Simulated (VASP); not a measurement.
# Ru (Im-3m) in VASP: further runs

Runs on Ru. Level: PBE. Tasks: single point.

Program: VASP 6.6.1. These are calculated values, not measurements. Logs are shortened: lines on timing, memory, paths and dates and some standing lists are left out, and cuts for length are marked.

### 1 The cell of the first run

The structure is cubic, space group Im-3m (No. 229). The conventional cell has a = 2.456 Å, b = 2.456 Å, c = 2.456 Å, α = 90.00°, β = 90.00°, γ = 90.00°. Within 2.8 Å of Ru (site symmetry m-3m) lie 14 Ru at 2.13 to 2.46 Å.

### 2 Single point, PBE (volume scaled by 0.52)

File INCAR:

```
SYSTEM = Ru
PREC = Accurate ; ENCUT = 520
EDIFF = 1E-7 ; ISMEAR = -1
SIGMA = 0.08 ; LREAL = .FALSE.
LASPH = .TRUE. ; NELM = 100
ALGO = Normal ; ISIF = 2
LWAVE = .FALSE. ; LCHARG = .TRUE.
GGA = PE ; LELF = .TRUE.
LVHAR = .TRUE. ; NBANDS = 13
```

File KPOINTS:

```
Automatic mesh
0
G
  18 18 18
  0 0 0
```

File POSCAR:

```
Ru
1.0
   -1.2279418118      1.2279418118      1.2279418118
    1.2279418118     -1.2279418118      1.2279418118
    1.2279418118      1.2279418118     -1.2279418118
Ru
1
Direct
    0.0000000000      0.0000000000      0.0000000000
```

Potentials or basis: VASP PAW PBE potentials, release 64 (Ru_pv).

Launch:

```bash
$ cat potpaw_PBE.64/Ru_pv/POTCAR > POTCAR
$ mpirun -np 1 vasp_std > vasp.out
```

OUTCAR:

```text
SYSTEM = Ru
   PREC = Accurate
   ENCUT = 520
   EDIFF = 1E-7
   ISMEAR = -1
   LREAL = .FALSE.
   LASPH = .TRUE.
   NELM = 100
   ISIF = 2
   GGA = PE

 ion  position               nearest neighbor table
   1  0.000  0.000  0.000-

  LATTYP: Found a body centered cubic cell.
 ALAT       =     2.4558836236

  Lattice vectors:

 A1 = (  -1.2279418118,   1.2279418118,   1.2279418118)
 A2 = (   1.2279418118,  -1.2279418118,   1.2279418118)
 A3 = (   1.2279418118,   1.2279418118,  -1.2279418118)

Analysis of symmetry for initial positions (statically):
=====================================================================
 Subroutine PRICEL returns:
 Original cell was already a primitive cell.

 Routine SETGRP: Setting up the symmetry group for a
 body centered cubic supercell.

 Subroutine GETGRP returns: Found 48 space group operations
[... 9 lines left out ...]

 Routine SETGRP: Setting up the symmetry group for a
 body centered cubic supercell.

 Subroutine GETGRP returns: Found 48 space group operations
[... 11 lines left out ...]
                                     Primitive cell

  volume of cell :       7.4062

  direct lattice vectors                    reciprocal lattice vectors
    -1.227941812  1.227941812  1.227941812     0.000000000  0.407185418  0.407185418
     1.227941812 -1.227941812  1.227941812     0.407185418  0.000000000  0.407185418
     1.227941812  1.227941812 -1.227941812     0.407185418  0.407185418  0.000000000

  length of vectors
     2.126857607  2.126857607  2.126857607     0.575847141  0.575847141  0.575847141

  position of ions in fractional coordinates (direct lattice)
     0.000000000  0.000000000  0.000000000

  ion indices of the primitive-cell ions
   primitive index   ion index
                 1           1

----------------------------------------------------------------------------------------

 KPOINTS: Automatic mesh

Automatic generation of k-mesh.
 Grid dimensions read from file:
 generate k-points for:   18   18   18

 Generating k-lattice:

  Cartesian coordinates                     Fractional coordinates (reciprocal lattice)
     0.000000000  0.022621412  0.022621412     0.055555556  0.000000000  0.000000000
     0.022621412  0.000000000  0.022621412     0.000000000  0.055555556  0.000000000
     0.022621412  0.022621412  0.000000000     0.000000000  0.000000000  0.055555556

  Length of vectors
     0.031991508  0.031991508  0.031991508
[... 52 lines left out ...]
   ENCUT  =  520.0 eV  38.22 Ry    6.18 a.u.   3.95  3.95  3.95*2*pi/ulx,y,z
   NELM   =    100;   NELMIN=  2; NELMDL= -5     # of ELM steps
   EDIFF  = 0.1E-06   stopping-criterion for ELM
   LREAL  =      F    real-space projection
   EDIFFG = 0.1E-05   stopping-criterion for IOM
   NSW    =      0    number of steps for IOM
   IBRION =     -1    ionic relax: 0-MD 1-quasi-New 2-CG
   NFREE  =      0    steps in history (QN), initial steepest desc. (CG)
   ISIF   =      2    stress and relaxation
   ISYM   =      2    0-nonsym 1-usesym 2-fastsym
   POTIM  = 0.5000    time-step for ionic-motion
   TEBEG  =    0.0;   TEEND  =   0.0 temperature during run
   PSTRESS=    0.0 pullay stress
   NELECT =      14.0000    total number of electrons
   NUPDOWN=      -1.0000    fix difference up-down
   EMIN   =  10.00;   EMAX   =-10.00  energy-range for DOS
   EFERMI =   0.00;   METHOD = LEGACY
   ISMEAR =    -1;   SIGMA  =   0.08  broadening in eV -4-tet -1-fermi 0-gaus
   EFERMI_NEDOS =   21; number of points for ismear=-14 and -15
   IALGO  =     38    algorithm
   IMIX   =      4    mixing-type and parameters
     AMIX     =   0.40;   BMIX     =  1.00
     AMIX_MAG =   1.60;   BMIX_MAG =  1.00
  volume/ion in A,a.u.               =       7.41        49.98
  Fermi-wavevector in a.u.,A,eV,Ry     =   2.024198  3.825180 55.748223  4.097379
  Thomas-Fermi vector in A             =   3.033754
   LORBIT       =      0    0 simple, 1 ext, 2 COOP (PROOUT), +10 PAW based schemes
   GGA     = PE    functional components
   LHFCALC =     F    Hartree Fock is set to
   AEXX    =    0.0000 exact exchange contribution
   IVDW    =     0    specifies the selected vdW correction
   LEPSILON=     F    determine dielectric tensor
   LRPA    =     F    only Hartree local field effects (RPA)
 non-spin polarized calculation
  energy-cutoff  :      520.00
  volume of cell :        7.41
 maximum number of plane-waves:       212
   NGX =  7   NGY =  7   NGZ =  7

 number of electron      14.0000008 magnetization

 Free energy of the ion-electron system (eV)
  ---------------------------------------------------
  ext. energy  EPLUGINS =         0.00000000
  ---------------------------------------------------
  free energy    TOTEN  =         1.04217978 eV

  energy without entropy =        1.05810941  energy(sigma->0) =        1.05014460

 E-fermi :  27.6054     XC(G=0): -18.2067

 val. band max:       27.5999182846   @ k =   0.2778   0.1111   0.1111
 cond. band min:      27.6281216001   @ k =   0.5000   0.5000   0.3333
 fundamental gap:      0.0282033155
 Fermi energy:        27.6054212023

 k-point     1 :       0.0000    0.0000    0.0000
  band No.  band energies     occupation
      1     -14.8227      2.00000
      2     -14.8227      2.00000
      3     -14.8227      2.00000
      4      17.1771      2.00000
      5      20.8811      2.00000
      6      20.8811      2.00000
      7      20.8811      2.00000
      8      26.8637      1.99981
      9      26.8637      1.99981
     10      37.7152      0.00000
     11      43.3922      0.00000
     12      43.3922      0.00000
     13      43.3922      0.00000
[... 354 lines left out ...]
  band No.  band energies     occupation
      1     -20.8911      2.00000
      2     -17.0382      2.00000
      3     -15.2715      2.00000
      4      15.2629      2.00000
      5      17.2116      2.00000
      6      26.1434      2.00000
      7      27.3730      1.89622
      8      30.7323      0.00000
      9      36.4047      0.00000
     10      37.7093      0.00000
     11      42.5147      0.00000
     12      49.4564      0.00000
     13      55.0652      0.00000

 [... further k-points ...]
[... 5 lines left out ...]
  --------------------------------------------------------------------------------------
  -------------------------------------------------------------------------------------
  Total       38.0064540     38.0064540     38.0064540      0.0000000     -0.0000000      0.0000000
  in kB     8221.9452527   8221.9452527   8221.9452527      0.0000000     -0.0000000      0.0000000
  external PRESSURE =    8221.9452527 kB  Pullay stress =       0.0000000 kB

 VOLUME and BASIS-vectors are now :
 -----------------------------------------------------------------------------
  energy-cutoff  :      520.00
  volume of cell :        7.41
      direct lattice vectors                 reciprocal lattice vectors
    -1.227941812  1.227941812  1.227941812     0.000000000  0.407185418  0.407185418
     1.227941812 -1.227941812  1.227941812     0.407185418  0.000000000  0.407185418
     1.227941812  1.227941812 -1.227941812     0.407185418  0.407185418  0.000000000

 POSITION                                       TOTAL-FORCE (eV/Angst)
 -----------------------------------------------------------------------------------
      0.00000      0.00000      0.00000        -0.000000      0.000000      0.000000
 -----------------------------------------------------------------------------------
    total drift:                                0.000000      0.000000     -0.000000

  FREE ENERGIE OF THE ION-ELECTRON SYSTEM (eV)
  ---------------------------------------------------
  free  energy   TOTEN  =         1.0421797786 eV

  energy  without entropy=        1.0581094121  energy(sigma->0) =        1.05014460
```

stdout:

```text
POSCAR found type information on POSCAR Ru
 POSCAR found :  1 types and       1 ions
 scaLAPACK will be used
 LDA part: xc-table for (Slater+PW92), standard interpolation
 POSCAR, INCAR and KPOINTS ok, starting setup
 FFT: planning ... GRIDC
 FFT: planning ... GRID_SOFT
 FFT: planning ... GRID
 WAVECAR not read
 entering main loop
```

Wall time 7.5 s (1 thread of Intel Xeon 6975P-C, shared host); peak memory 0.13 GiB.

The run converged, but its numbers aren't listed here, since they failed a check.

### 3 Single point, PBE (volume scaled by 0.6)

File INCAR:

```
SYSTEM = Ru
PREC = Accurate ; ENCUT = 520
EDIFF = 1E-7 ; ISMEAR = -1
SIGMA = 0.08 ; LREAL = .False.
LASPH = .True. ; NELM = 60
ALGO = Normal ; ISIF = 2
LWAVE = .False. ; LCHARG = .False.
GGA = PE ; NBANDS = 13
```

File KPOINTS:

```
regular mesh
0
Gamma
  18 18 18
  0 0 0
```

File POSCAR:

```
Ru
1.0
   -1.2879344394      1.2879344394      1.2879344394
    1.2879344394     -1.2879344394      1.2879344394
    1.2879344394      1.2879344394     -1.2879344394
Ru
1
Direct
    0.0000000000      0.0000000000      0.0000000000
```

Potentials or basis: VASP PAW PBE potentials, release 64 (Ru_pv).

Launch:

```bash
$ cat potpaw_PBE.64/Ru_pv/POTCAR > POTCAR
$ mpirun -np 1 vasp_std > vasp.out
```

OUTCAR:

```text
SYSTEM = Ru
   PREC = Accurate
   ENCUT = 520
   EDIFF = 1E-7
   ISMEAR = -1
   LREAL = .False.
   LASPH = .True.
   NELM = 60
   ISIF = 2
   GGA = PE

 ion  position               nearest neighbor table
   1  0.000  0.000  0.000-

  LATTYP: Found a body centered cubic cell.
 ALAT       =     2.5758688788

  Lattice vectors:

 A1 = (  -1.2879344394,   1.2879344394,   1.2879344394)
 A2 = (   1.2879344394,  -1.2879344394,   1.2879344394)
 A3 = (   1.2879344394,   1.2879344394,  -1.2879344394)

Analysis of symmetry for initial positions (statically):
=====================================================================
 Subroutine PRICEL returns:
 Original cell was already a primitive cell.

 Routine SETGRP: Setting up the symmetry group for a
 body centered cubic supercell.

 Subroutine GETGRP returns: Found 48 space group operations
[... 9 lines left out ...]

 Routine SETGRP: Setting up the symmetry group for a
 body centered cubic supercell.

 Subroutine GETGRP returns: Found 48 space group operations
[... 11 lines left out ...]
                                     Primitive cell

  volume of cell :       8.5456

  direct lattice vectors                    reciprocal lattice vectors
    -1.287934439  1.287934439  1.287934439     0.000000000  0.388218519  0.388218519
     1.287934439 -1.287934439  1.287934439     0.388218519  0.000000000  0.388218519
     1.287934439  1.287934439 -1.287934439     0.388218519  0.388218519  0.000000000

  length of vectors
     2.230767886  2.230767886  2.230767886     0.549023894  0.549023894  0.549023894

  position of ions in fractional coordinates (direct lattice)
     0.000000000  0.000000000  0.000000000

  ion indices of the primitive-cell ions
   primitive index   ion index
                 1           1

----------------------------------------------------------------------------------------

 KPOINTS: regular mesh

[... 84 lines left out ...]
   IALGO  =     38    algorithm
   IMIX   =      4    mixing-type and parameters
     AMIX     =   0.40;   BMIX     =  1.00
     AMIX_MAG =   1.60;   BMIX_MAG =  1.00
  volume/ion in A,a.u.               =       8.55        57.67
  Fermi-wavevector in a.u.,A,eV,Ry     =   1.929910  3.647001 50.675622  3.724553
  Thomas-Fermi vector in A             =   2.962255
   LORBIT       =      0    0 simple, 1 ext, 2 COOP (PROOUT), +10 PAW based schemes
   GGA     = PE    functional components
   LHFCALC =     F    Hartree Fock is set to
   AEXX    =    0.0000 exact exchange contribution
   IVDW    =     0    specifies the selected vdW correction
   LEPSILON=     F    determine dielectric tensor
   LRPA    =     F    only Hartree local field effects (RPA)
 non-spin polarized calculation
  energy-cutoff  :      520.00
  volume of cell :        8.55
 maximum number of plane-waves:       241
 NGX is ok and might be reduce to    18
   NGX =  9   NGY =  9   NGZ =  9

 number of electron      13.9999994 magnetization

 Free energy of the ion-electron system (eV)
  ---------------------------------------------------
  ext. energy  EPLUGINS =         0.00000000
  ---------------------------------------------------
  free energy    TOTEN  =        -3.42683829 eV

  energy without entropy =       -3.40738380  energy(sigma->0) =       -3.41711104

 E-fermi :  23.4926     XC(G=0): -17.1770

 val. band max:       23.4845709680   @ k =  -0.1111   0.1111   0.0556
 cond. band min:      23.4961855183   @ k =  -0.3889  -0.4444   0.1667
 fundamental gap:      0.0116145503
 Fermi energy:        23.4925979725

 k-point     1 :       0.0000    0.0000    0.0000
  band No.  band energies     occupation
      1     -19.0480      2.00000
      2     -19.0480      2.00000
      3     -19.0480      2.00000
      4      13.1158      2.00000
      5      17.9277      2.00000
      6      17.9277      2.00000
      7      17.9277      2.00000
      8      23.0260      1.99416
      9      23.0260      1.99416
     10      33.6504      0.00000
     11      39.9867      0.00000
     12      39.9867      0.00000
     13      39.9867      0.00000
[... 354 lines left out ...]
  band No.  band energies     occupation
      1     -23.1888      2.00000
      2     -20.5526      2.00000
      3     -19.3248      2.00000
      4      12.9533      2.00000
      5      14.8222      2.00000
      6      22.0776      2.00000
      7      23.2321      1.92582
      8      25.7889      0.00000
      9      30.6687      0.00000
     10      33.6488      0.00000
     11      38.4060      0.00000
     12      42.2058      0.00000
     13      48.3934      0.00000

 [... further k-points ...]
[... 5 lines left out ...]
  --------------------------------------------------------------------------------------
  -------------------------------------------------------------------------------------
  Total       24.9913408     24.9913408     24.9913408      0.0000000      0.0000000     -0.0000000
  in kB     4685.5316770   4685.5316770   4685.5316770      0.0000000      0.0000000     -0.0000000
  external PRESSURE =    4685.5316770 kB  Pullay stress =       0.0000000 kB

 VOLUME and BASIS-vectors are now :
 -----------------------------------------------------------------------------
  energy-cutoff  :      520.00
  volume of cell :        8.55
      direct lattice vectors                 reciprocal lattice vectors
    -1.287934439  1.287934439  1.287934439     0.000000000  0.388218519  0.388218519
     1.287934439 -1.287934439  1.287934439     0.388218519  0.000000000  0.388218519
     1.287934439  1.287934439 -1.287934439     0.388218519  0.388218519  0.000000000

 POSITION                                       TOTAL-FORCE (eV/Angst)
 -----------------------------------------------------------------------------------
      0.00000      0.00000      0.00000        -0.000000      0.000000     -0.000000
 -----------------------------------------------------------------------------------
    total drift:                                0.000000      0.000000      0.000000

  FREE ENERGIE OF THE ION-ELECTRON SYSTEM (eV)
  ---------------------------------------------------
  free  energy   TOTEN  =        -3.4268382920 eV

  energy  without entropy=       -3.4073837969  energy(sigma->0) =       -3.41711104
```

Run time: 13 s. Hardware: 1 thread of Intel Xeon 6975P-C, shared host; peak memory 0.13 GiB.

Results:

| Item | Value |
| --- | --- |
| Free energy | -3.4268 eV |
| Pressure | 468.6 GPa |
| Band gap on the k mesh | zero (band 7 reaches 27.38 eV, above the bottom of band 8 at 19.66 eV) |

### 4 Single point, PBE (volume scaled by 0.6)

File INCAR:

```
PREC     = Accurate       # precision mode
ENCUT    = 520            # plane-wave cutoff, eV
EDIFF    = 1E-7           # SCF threshold, eV
ISMEAR   = -1             # smearing method
SIGMA    = 0.08           # smearing width, eV
LREAL    = False          # projectors in reciprocal space
LASPH    = True           # aspherical terms in the spheres
NELM     = 100            # most SCF steps
ALGO     = Normal         # electronic algorithm
ISIF     = 2              # what is computed and relaxed
LWAVE    = False          # write WAVECAR
LCHARG   = True           # write CHGCAR
GGA      = PE             # functional
LELF     = True           # ELF
LVHAR    = True         
NBANDS   = 13             # bands
```

File KPOINTS:

```
regular mesh
0
Gamma
  18 18 18
```

POSCAR is that of step 3.

Launch:

```bash
$ cat potpaw_PBE.64/Ru_pv/POTCAR > POTCAR
$ mpirun -np 1 vasp_std > vasp.out
```

Run time: 16 s. Hardware: 1 thread of Intel Xeon 6975P-C, shared host; peak memory 0.14 GiB.

Results (log left out):

* Free energy: -3.4268 eV
* Pressure: 468.6 GPa
* Band gap on the k mesh: zero (band 7 reaches 27.38 eV, above the bottom of band 8 at 19.66 eV)

Levels at points of the mesh, in eV from the Fermi level:
| k point | band 4 | band 5 | band 6 | band 7 | band 8 | band 9 | band 10 | band 11 |
| --- | --- | --- | --- | --- | --- | --- | --- | --- |
| (0.00, 0.00, 0.00) | -10.38 | -5.56 | -5.56 | -5.56 | -0.47 | -0.47 | 10.16 | 16.49 |
| (0.50, 0.00, 0.00) | -11.30 | -9.08 | -0.07 | 0.88 | 3.08 | 5.35 | 10.16 | 13.40 |
| (0.50, 0.50, 0.50) | -12.60 | -12.60 | 3.89 | 3.89 | 3.89 | 10.16 | 13.29 | 13.29 |

### 5 Single point, PBE (volume scaled by 0.68)

File INCAR:

```
SYSTEM = Ru
PREC = Accurate
ENCUT = 520
EDIFF = 1E-6
ISMEAR = -1
SIGMA = 0.08
LREAL = .False.
LASPH = .True.
NELM = 100
ALGO = Normal
ISIF = 2
LWAVE = .False.
LCHARG = .False.
GGA = PE
NBANDS = 13
```

File KPOINTS:

```
regular mesh
0
Gamma
  18 18 18
  0 0 0
```

File POSCAR:

```
Ru
1.0
   -1.3428050849      1.3428050849      1.3428050849
    1.3428050849     -1.3428050849      1.3428050849
    1.3428050849      1.3428050849     -1.3428050849
Ru
1
Direct
    0.0000000000      0.0000000000      0.0000000000
```

Launch:

```bash
$ cat potpaw_PBE.64/Ru_pv/POTCAR > POTCAR
$ mpirun -np 1 vasp_std > vasp.out
```

It took 15 s on 1 thread of Intel Xeon 6975P-C, shared host; peak memory 0.14 GiB.

It converged, with:

* Free energy: -5.9793 eV
* Pressure: 267.0 GPa
* Band gap on the k mesh: zero (band 7 reaches 23.48 eV, above the bottom of band 8 at 17.06 eV)

Levels at points of the mesh, in eV from the Fermi level:
```csv
k point,band 3,band 4,band 5,band 6,band 7,band 8,band 9,band 10,band 11,band 12
"(0.00, 0.00, 0.00)",-42.60,-10.00,-4.70,-4.70,-4.70,-0.32,-0.32,10.20,16.89,16.89
"(0.50, 0.00, 0.00)",-42.65,-9.77,-7.67,-0.10,0.71,2.22,4.40,10.20,13.63,16.21
"(0.50, 0.50, 0.50)",-44.68,-10.62,-10.62,3.22,3.22,3.22,10.20,12.03,12.03,12.03
```
